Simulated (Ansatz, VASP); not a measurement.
## Ge in VASP and in Ansatz

The input INCAR:

```
SYSTEM = Ge
PREC = Accurate
ENCUT = 520
EDIFF = 1E-6
ISMEAR = -1
SIGMA = 0.05
LREAL = .False.
LASPH = .True.
NELM = 100
ALGO = Normal
ISIF = 2
LWAVE = .False.
LCHARG = .False.
NBANDS = 21
```

KPOINTS

```
Automatic mesh
0
Gamma
  10 10 6
  0 0 0
```

The input POSCAR:

```
Ge
1.0
    1.5076348143     -2.6288341784      0.0000000000
    1.5076348143      2.6288341784      0.0000000000
    0.0000000000      0.0000000000      4.7898081321
Ge
2
Direct
    0.3334466300      0.6665533700      0.2500000000
    0.6665533700      0.3334466300      0.7500000000
```

The input input.yaml:

```yaml
crystal:
  lattice:
    - [1.5076348143, -2.6288341784, 0.0]
    - [1.5076348143, 2.6288341784, 0.0]
    - [0.0, 0.0, 4.7898081321]
  atoms:
    - { symbol: Ge, position: [0.33344663, 0.66655337, 0.25] }
    - { symbol: Ge, position: [0.66655337, 0.33344663, 0.75] }
kpoints:
  mp_grid: { grid: [10, 10, 6] }
scf:
  occupations: { method: fermi_dirac, width: 0.05 }
hamiltonian:
  xc: lda
  pseudopotentials: { kind: all_electron, lapw: { basis_error: 0.001 } }
output:
  forces: true
  stress: true
  eigenvalues: true
```

Change from the starting cell: volume scaled by 1.04.

Alike in both runs: task single point; functional LDA; k mesh 10 × 10 × 6; occupations fermi-dirac, width 0.05 eV; no spin polarisation.

|  | VASP | Ansatz |
| --- | --- | --- |
| version | VASP 6.6.1 | Ansatz 0.2.0 |
| potentials or method | VASP PAW LDA potentials, release 64 (Ge_d), cutoff 520 eV | all-electron LAPW, scalar-relativistic |

VASP gave:

```
gap on the k mesh at the Fermi level (eV)                     : none
pressure (GPa)                                                : -4.0
traceless stress, the component that is largest in VASP (GPa) : 1.33
```

Question: Estimate Ansatz's values.

Answer: gap on the k mesh at the Fermi level (eV): none; pressure (GPa): -3.9; traceless stress, the component that is largest in VASP (GPa): 1.32.

LDA's correlation is that of Perdew and Zunger in VASP and of Perdew and Wang (1992) in Ansatz. A gap of «none» marks a metal or a gap that the smearing closes. Ansatz ran all-electron here, and VASP with PAW potentials.
